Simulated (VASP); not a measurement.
# Cr (P6_3/mmc) in VASP: a series of runs, part 2 of 2

VASP 6.6.1. The steps go on from the part before.

## Step 3: Single point, LDA, collinear spin, ferromagnetic start

INCAR

```
SYSTEM = Cr
ALGO     = Normal         ! electronic algorithm
EDIFF    = 1E-6           ! SCF threshold, eV
ENCUT    = 520            ! plane-wave cutoff, eV
GGA      = CA             ! functional
ISIF     = 2              ! what is computed and relaxed
ISMEAR   = -1             ! smearing method
ISPIN    = 2              ! spin polarisation
LASPH    = .True.         ! aspherical terms in the spheres
LCHARG   = .True.         ! write CHGCAR
LELF     = .True.         ! ELF
LMAXMIX  = 4              ! l up to which the mixer works
LORBIT   = 11             ! projections on sites
LREAL    = .False.        ! projectors in reciprocal space
LVHAR    = .True.       
LWAVE    = .False.        ! write WAVECAR
MAGMOM   = 0.4 0.4        ! initial moments
NBANDS   = 23             ! bands
NELM     = 150            ! most SCF steps
PREC     = Accurate       ! precision mode
SIGMA    = 0.025          ! smearing width, eV
```

KPOINTS

```
k-points
0
Gamma
  9 9 5
  0 0 0
```

POSCAR

```
Cr
1.0
    2.7140000000      0.0000000000      0.0000000000
   -1.3570000000      2.3503929459      0.0000000000
    0.0000000000      0.0000000000      4.4100000000
Cr
2
Direct
    0.3333333333      0.6666666667      0.2500000000
    0.6666666667      0.3333333333      0.7500000000
```

Potentials or basis: VASP PAW LDA potentials, release 64 (Cr_pv).

The run is started by

```sh
cat potpaw_LDA.64/Cr_pv/POTCAR > POTCAR
mpirun -np 1 vasp_std > vasp.out
```

Run time: 22 s. Hardware: 1 thread of Intel Xeon 6975P-C (Granite Rapids), shared host; peak memory 0.15 GiB.

Results (log left out):

```
Free energy                                           : -19.4508 eV
Pressure                                              : -39.2 GPa
Net moment                                            : 0.29 μB per cell
Site moments                                          : Cr +0.13 μB
Valence electrons inside the program's atomic spheres : Cr 10.73
```

Stress tensor (GPa, compression positive):
```
-42.02   0.00   0.00
  0.00 -42.02   0.00
  0.00   0.00 -33.45
```

Levels at points of the mesh, in eV from the Fermi level:
Spin up:
| k point | band 10 | band 11 | band 12 | band 13 | band 14 | band 15 |
| --- | --- | --- | --- | --- | --- | --- |
| (0.00, 0.00, 0.00) | -0.36 | -0.36 | 0.01 | 0.01 | 0.47 | 0.47 |
Spin down:
```tsv
k point	band 10	band 11	band 12	band 13	band 14	band 15
(0.00, 0.00, 0.00)	-0.26	-0.26	0.12	0.12	0.58	0.58
```

Caveat: the cell stands under tension; an empty level that is flat over the whole mesh can mark a ghost state of the potentials, or a narrow d or f band.

## Step 4: Single point, LDA, non-collinear spin, typed start, spin-orbit coupling

INCAR

```
SYSTEM = Cr
PREC = Accurate
ENCUT = 520
EDIFF = 1E-6
ISMEAR = -1
SIGMA = 0.025
LREAL = .FALSE.
LASPH = .TRUE.
NELM = 150
ALGO = Normal
ISIF = 2
LWAVE = .FALSE.
LCHARG = .TRUE.
LNONCOLLINEAR = .TRUE.
MAGMOM = 0 0 0.4 0 0 0.4
LORBIT = 11
LSORBIT = .TRUE.
GGA_COMPAT = .FALSE.
LORBMOM = .TRUE.
LMAXMIX = 4
LVHAR = .TRUE.
NBANDS = 36
```

KPOINTS

```
regular mesh
0
G
  9 9 5
  0 0 0
```

POSCAR is that of step 3.

The run is started by

```sh
cat potpaw_LDA.64/Cr_pv/POTCAR > POTCAR
mpirun -np 1 vasp_ncl > vasp.out
```

Wall time 35 s (1 thread of Intel Xeon 6975P-C (Granite Rapids), shared host); peak memory 0.21 GiB.

It converged, with:

```yaml
Free_energy: -19.4774 eV
Pressure: -39.0 GPa
Net_moment: 0.40 μB per cell
Valence_electrons_inside_the_program's_atomic_spheres: Cr 10.73
```

Stress tensor (GPa, compression positive):
```
-41.76   0.00   0.00
  0.00 -41.76   0.00
  0.00   0.00 -33.60
```

Moments on the atoms (μB; x, y, z):
```
Cr  0.00 0.00 0.18
Cr  0.00 0.00 0.18
```

Caveat: the cell stands under tension.

## Step 5: Single point, LDA, non-collinear spin, typed start, spin-orbit coupling

INCAR

```
SYSTEM = Cr
PREC = Accurate ; ENCUT = 520
EDIFF = 1E-6 ; ISMEAR = -1
SIGMA = 0.025 ; LREAL = .False.
LASPH = .True. ; NELM = 150
ALGO = Normal ; ISIF = 2
LWAVE = .False. ; LCHARG = .True.
LNONCOLLINEAR = .True. ; MAGMOM = 0.4 0 0 0.4 0 0
LORBIT = 11 ; LSORBIT = .True.
GGA_COMPAT = .False. ; LORBMOM = .True.
LMAXMIX = 4 ; LVHAR = .True.
NBANDS = 36
```

KPOINTS

```
Automatic mesh
0
Gamma
  9 9 5
  0 0 0
```

POSCAR is that of step 4.

Potentials or basis: VASP PAW LDA potentials, release 64 (Cr_pv).

The run is started by

```sh
cat potpaw_LDA.64/Cr_pv/POTCAR > POTCAR
mpirun -np 1 vasp_ncl > vasp.out
```

OUTCAR:

```text
SYSTEM = Cr
   PREC = Accurate
   ENCUT = 520
   EDIFF = 1E-6
   ISMEAR = -1
   LREAL = .False.
   LASPH = .True.
   NELM = 150
   ISIF = 2
   LNONCOLLINEAR = .True.
   LORBIT = 11
   LSORBIT = .True.

 ion  position               nearest neighbor table
   1  0.333  0.667  0.250-   2 2.71   2 2.71   2 2.71   2 2.71   2 2.71   2 2.71
   2  0.667  0.333  0.750-   1 2.71   1 2.71   1 2.71   1 2.71   1 2.71   1 2.71

  LATTYP: Found a hexagonal cell.
 ALAT       =     2.7140000000
 C/A-ratio  =     1.6249078850

  Lattice vectors:

 A1 = (   2.7140000000,   0.0000000000,   0.0000000000)
 A2 = (  -1.3570000000,   2.3503929459,   0.0000000000)
 A3 = (   0.0000000000,   0.0000000000,   4.4100000000)

[... 1229 lines left out ...]
 l=   3
     0.0000000     0.0000000     0.0000000     0.0000000     0.0000000     0.0000000     0.0000000
     0.0000000     0.0000000     0.0000000     0.0000000     0.0000000     0.0000000     0.0000000
     0.0000000     0.0000000     0.0000000     0.0000000     0.0000000     0.0000000     0.0000000
     0.0000000     0.0000000     0.0000000     0.0000000     0.0000000     0.0000000     0.0000000
     0.0000000     0.0000000     0.0000000     0.0000000     0.0000000     0.0000000     0.0000000
     0.0000000     0.0000000     0.0000000     0.0000000     0.0000000     0.0000000     0.0000000
     0.0000000     0.0000000     0.0000000     0.0000000     0.0000000     0.0000000     0.0000000

 total charge

# of ion       s       p       d       tot
------------------------------------------
    1        0.377   6.272   4.079  10.729
    2        0.377   6.272   4.079  10.729
--------------------------------------------------
tot          0.754  12.545   8.159  21.458

 magnetization (x)

# of ion       s       p       d       tot
------------------------------------------
    1        0.001   0.004   0.099   0.104
    2        0.001   0.004   0.099   0.104
--------------------------------------------------
tot          0.002   0.008   0.198   0.208

 magnetization (y)

# of ion       s       p       d       tot
------------------------------------------
    1        0.000   0.000   0.000   0.000
    2        0.000   0.000   0.000   0.000
--------------------------------------------------
tot          0.000   0.000   0.000   0.000

 magnetization (z)

# of ion       s       p       d       tot
------------------------------------------
    1        0.000   0.000   0.000   0.000
    2        0.000   0.000   0.000   0.000
--------------------------------------------------
tot          0.000   0.000   0.000   0.000
```

stdout:

```text
POSCAR found type information on POSCAR Cr
 POSCAR found :  1 types and       2 ions
 scaLAPACK will be used
 LDA part: xc-table for (Slater(with rela. corr.)+CA(PZ))
 , standard interpolation
 POSCAR, INCAR and KPOINTS ok, starting setup
 FFT: planning ... GRIDC
 FFT: planning ... GRID_SOFT
 FFT: planning ... GRID
 WAVECAR not read
 entering main loop
```

Run time: 3.1 min. Hardware: 1 thread of Intel Xeon 6975P-C (Granite Rapids), shared host; peak memory 0.28 GiB.

What came out:

```
Free energy                                           : -19.4774 eV
Pressure                                              : -39.2 GPa
Net moment                                            : 0.23 μB per cell
Valence electrons inside the program's atomic spheres : Cr 10.73
```

Moments on the atoms (μB; x, y, z):
```
Cr  0.10 0.00 0.00
Cr  0.10 0.00 0.00
```

Caveat: the cell stands under tension.
